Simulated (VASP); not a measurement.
Write the native input for VASP 6.6.1 that does the following.

```
Task                   : single point
Functional             : PBE
Potentials or basis    : VASP PAW PBE potentials, release 64 (P)
Cutoff                 : 520 eV
k mesh                 : 6 × 6 × 6
Occupations            : gaussian, width 0.1 eV
Spin                   : no spin polarisation
Dipole correction      : no
Further INCAR settings : ALGO = Normal; EDIFF = 1e-06; NBANDS = 20
```

The structure of P lies in POSCAR:

```
P
1.0
    3.4574719200      1.9961723400      2.0497300900
   -3.4574719200      1.9961723400      2.0497300900
    0.0000000000     -3.9923446900      2.0497300900
P
5
Direct
    0.3295443800      0.3295443800      0.3295443800
    0.6704556200      0.6704556200      0.6704556200
    0.6121795600      0.3878204400      0.0000000000
    0.0000000000      0.6121795600      0.3878204400
    0.3878204400      0.0000000000      0.6121795600
```

The input as run:

INCAR

```
PREC     = Accurate       # precision mode
ENCUT    = 520            # plane-wave cutoff, eV
EDIFF    = 1E-6           # SCF threshold, eV
ISMEAR   = 0              # smearing method
SIGMA    = 0.1            # smearing width, eV
LREAL    = False          # projectors in reciprocal space
LASPH    = True           # aspherical terms in the spheres
NELM     = 80             # most SCF steps
ALGO     = Normal         # electronic algorithm
ISIF     = 2              # what is computed and relaxed
LWAVE    = False          # write WAVECAR
LCHARG   = False          # write CHGCAR
GGA      = PE             # functional
NBANDS   = 20             # bands
```

KPOINTS

```
regular mesh
0
Gamma
  6 6 6
```

Potentials or basis: VASP PAW PBE potentials, release 64 (P).

Run with:

```bash
$ cat potpaw_PBE.64/P/POTCAR > POTCAR
$ mpirun -np 1 vasp_std > vasp.out
```

It gave:

```json
{
 "Pressure": "23.4 GPa",
 "Largest force": "2.194 eV/Å"
}
```

Caveat: forces of over 1 eV/Å act on the atoms, so gaps and moduli don't describe the material at rest.

It took 16 s on 1 thread of Intel(R) Xeon(R) Platinum 8481C CPU @ 2.70GHz (Sapphire Rapids) (shared host), peak memory 0.2 GiB.
